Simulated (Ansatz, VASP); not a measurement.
# Ru: VASP beside Ansatz

```
Ru
1.0
     2.69172    0.00000    0.00000
    -1.34586    2.33109    0.00000
     0.00000    0.00000    4.24776
Ru
2
Direct
  0.33333 0.66667 0.25000
  0.66667 0.33333 0.75000
```

Alike in both runs: functional PBEsol; k mesh 20 × 20 × 12; occupations fermi-dirac, width 0.1 eV; no spin polarisation.

Ansatz relaxed the structure, and its values are those at the end. VASP's run is a single point on that final structure, the one shown.

```csv
,VASP,Ansatz
version,VASP 6.6.1,Ansatz 0.2.0
potentials or method,"VASP PAW PBE potentials, release 64 (Ru_pv)","PAW with Ansatz's default frozen-core files, scalar-relativistic"
plane-wave cutoff (eV),520,420
valence electrons in the cell,28,32
```

```csv
,VASP,Ansatz,Ansatz less VASP
pressure (GPa),0.0,0.0,+0.02
```

VASP's potentials were made for PBE, not for PBEsol. VASP's potentials hold 28 valence electrons a cell and Ansatz's 32, so a difference there can come from the potentials and not from the codes.
